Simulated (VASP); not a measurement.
# TePb (Pm-3m) in VASP: notebook, part 3 of 3

VASP 6.6.1.

**5. Single point, BLYP+D4**

This run uses another cell than the first one, of 32.71 Å³/atom.

File INCAR:

```
SYSTEM = TePb
PREC = Accurate ; ENCUT = 520
EDIFF = 1E-7 ; ISMEAR = -1
SIGMA = 0.05 ; LREAL = .FALSE.
LASPH = .TRUE. ; NELM = 60
ALGO = Normal ; ISIF = 2
LWAVE = .FALSE. ; LCHARG = .FALSE.
GGA = B5 ; ALDAX = 1.0
AGGAX = 1.0 ; AGGAC = 1.0
ALDAC = 0.0 ; IVDW = 13
VDW_S6 = 1.0 ; VDW_S8 = 2.34076671
VDW_A1 = 0.44488865 ; VDW_A2 = 4.0933009
NBANDS = 17
```

File KPOINTS:

```
Automatic mesh
0
G
  7 7 7
  0 0 0
```

File POSCAR:

```
TePb
1.0
    4.0294373424      0.0000000000      0.0000000000
    0.0000000000      4.0294373424      0.0000000000
    0.0000000000      0.0000000000      4.0294373424
Pb Te
1 1
Direct
    0.0000000000      0.0000000000      0.0000000000
    0.5000000000      0.5000000000      0.5000000000
```

Potentials or basis: VASP PAW PBE potentials, release 64 (Pb_d, Te).

Run with:

```bash
$ cat potpaw_PBE.64/Pb_d/POTCAR potpaw_PBE.64/Te/POTCAR > POTCAR
$ mpirun -np 1 vasp_std > vasp.out
```

OUTCAR:

```text
SYSTEM = TePb
   PREC = Accurate
   ENCUT = 520
   EDIFF = 1E-7
   ISMEAR = -1
   LREAL = .FALSE.
   LASPH = .TRUE.
   NELM = 60
   ISIF = 2
   GGA = B5
   IVDW = 13

 ion  position               nearest neighbor table
   1  0.000  0.000  0.000-   2 3.49   2 3.49   2 3.49   2 3.49   2 3.49   2 3.49   2 3.49   2 3.49

   2  0.500  0.500  0.500-   1 3.49   1 3.49   1 3.49   1 3.49   1 3.49   1 3.49   1 3.49   1 3.49

  LATTYP: Found a simple cubic cell.
 ALAT       =     4.0294373424

  Lattice vectors:

 A1 = (   4.0294373424,   0.0000000000,   0.0000000000)
 A2 = (   0.0000000000,   4.0294373424,   0.0000000000)
[... 580 lines left out ...]
  DFT-D4 for vdW energy calculation

  Edisp (eV):   -1.80473

  FORCE on cell =-STRESS in cart. coord.  units (eV):
  Direction    XX          YY          ZZ          XY          YZ          ZX
  --------------------------------------------------------------------------------------
  -------------------------------------------------------------------------------------
  Total       0.04709     0.04709     0.04709    -0.00000    -0.00000     0.00000
  in kB       1.15318     1.15318     1.15318    -0.00000    -0.00000     0.00000
  external pressure =        1.15 kB  Pullay stress =        0.00 kB

 VOLUME and BASIS-vectors are now :
 -----------------------------------------------------------------------------
  energy-cutoff  :      520.00
  volume of cell :       65.42
      direct lattice vectors                 reciprocal lattice vectors
     4.029437342  0.000000000  0.000000000     0.248173607  0.000000000  0.000000000
     0.000000000  4.029437342  0.000000000     0.000000000  0.248173607  0.000000000
     0.000000000  0.000000000  4.029437342     0.000000000  0.000000000  0.248173607

 POSITION                                       TOTAL-FORCE (eV/Angst)
 -----------------------------------------------------------------------------------
      0.00000      0.00000      0.00000         0.000000      0.000000      0.000000
      2.01472      2.01472      2.01472         0.000000      0.000000      0.000000
 -----------------------------------------------------------------------------------
    total drift:                                0.000000     -0.000000     -0.000000

  FREE ENERGIE OF THE ION-ELECTRON SYSTEM (eV)
  ---------------------------------------------------
  free  energy   TOTEN  =        -7.5305306022 eV

  energy  without entropy=       -7.5197829808  energy(sigma->0) =       -7.52515679
```

It took 53 s on 1 thread of Intel Xeon 8259CL, shared host; peak memory 0.18 GiB.

What came out:

```yaml
Free_energy: -7.5305 eV
Pressure: 0.1 GPa
Band_gap_on_the_k_mesh: zero (bands 10 and 11 overlap by 0.65 eV)
Dispersion_energy_per_atom: -0.902 eV
```

Levels at points of the mesh, in eV from the Fermi level:
| k point | band 7 | band 8 | band 9 | band 10 | band 11 | band 12 | band 13 | band 14 |
| --- | --- | --- | --- | --- | --- | --- | --- | --- |
| (0.00, 0.00, 0.00) | -6.99 | -1.54 | -1.54 | -1.54 | 4.36 | 4.36 | 4.93 | 4.93 |

Caveat: semilocal functionals underestimate gaps, so a narrow gap can read as zero; the PAW data sets were made with another functional, which shifts forces and pressure a little; spin-orbit coupling is left out, which moves the levels of the heavy elements.

**6. Single point, BLYP+D3(BJ)**

This run uses another cell than the first one, of 33.91 Å³/atom.

File INCAR:

```
SYSTEM = TePb
PREC     = Accurate       ! precision mode
ENCUT    = 520            ! plane-wave cutoff, eV
EDIFF    = 1E-7           ! SCF threshold, eV
ISMEAR   = -1             ! smearing method
SIGMA    = 0.05           ! smearing width, eV
LREAL    = .FALSE.        ! projectors in reciprocal space
LASPH    = .TRUE.         ! aspherical terms in the spheres
NELM     = 60             ! most SCF steps
ALGO     = Normal         ! electronic algorithm
ISIF     = 2              ! what is computed and relaxed
LWAVE    = .FALSE.        ! write WAVECAR
LCHARG   = .FALSE.        ! write CHGCAR
GGA      = B5             ! functional
ALDAX    = 1.0          
AGGAX    = 1.0          
AGGAC    = 1.0          
ALDAC    = 0.0          
IVDW     = 12             ! dispersion correction
VDW_S6   = 1.0          
VDW_S8   = 2.6996       
VDW_A1   = 0.4298       
VDW_A2   = 4.2359       
NBANDS   = 17             ! bands
```

KPOINTS is that of step 5.

File POSCAR:

```
TePb
1.0
    4.0778768544      0.0000000000      0.0000000000
    0.0000000000      4.0778768544      0.0000000000
    0.0000000000      0.0000000000      4.0778768544
Pb Te
1 1
Direct
    0.0000000000      0.0000000000      0.0000000000
    0.5000000000      0.5000000000      0.5000000000
```

Potentials or basis: VASP PAW PBE potentials, release 64 (Pb_d, Te).

Run with:

```bash
$ cat potpaw_PBE.64/Pb_d/POTCAR potpaw_PBE.64/Te/POTCAR > POTCAR
$ mpirun -np 1 vasp_std > vasp.out
```

It took 52 s on 1 thread of Intel Xeon 8259CL, shared host; peak memory 0.19 GiB.

Results (log left out):

| Item | Value |
| --- | --- |
| Free energy | -7.7952 eV |
| Pressure | 0.1 GPa |
| Band gap on the k mesh | zero (bands 10 and 11 overlap by 0.58 eV) |
| Dispersion energy per atom | -1.019 eV |

Levels at points of the mesh, in eV from the Fermi level:
| k point | band 6 | band 7 | band 8 | band 9 | band 10 | band 11 | band 12 | band 13 | band 14 | band 15 |
| --- | --- | --- | --- | --- | --- | --- | --- | --- | --- | --- |
| (0.00, 0.00, 0.00) | -11.84 | -7.11 | -1.48 | -1.48 | -1.48 | 4.39 | 4.39 | 4.69 | 4.69 | 4.69 |

Caveat: semilocal functionals underestimate gaps, so a narrow gap can read as zero; the PAW data sets were made with another functional, which shifts forces and pressure a little; spin-orbit coupling is left out, which moves the levels of the heavy elements.

**7. The runs side by side**

```tsv
level	cell	smearing	gap on the mesh (eV)	pressure (GPa)
PBE	a = 4.002 Å, 2 atoms	gaussian 0.029 eV	none	0.0
PBE	a = 4.002 Å, 2 atoms	gaussian 0.03 eV	none	0.0
revPBE	a = 4.039 Å, 2 atoms	fermi-dirac 0.05 eV	none	0.0
BLYP+D4	a = 4.029 Å, 2 atoms	fermi-dirac 0.05 eV	none	0.1
BLYP+D3(BJ)	a = 4.078 Å, 2 atoms	fermi-dirac 0.05 eV	none	0.1
```

Alike in all rows: task single point; potentials or basis VASP PAW PBE potentials, release 64 (Pb_d, Te); no spin polarisation; k mesh 7 × 7 × 7; cutoff (eV) 520.

Caveats: spin-orbit coupling is left out, which moves the levels of the heavy elements; semilocal functionals underestimate gaps, so a narrow gap can read as zero (at least some runs); the PAW data sets were made with another functional, which shifts forces and pressure a little (at least some runs).

Total energies depend on the potentials used, so only differences within one code and one set of settings carry meaning.
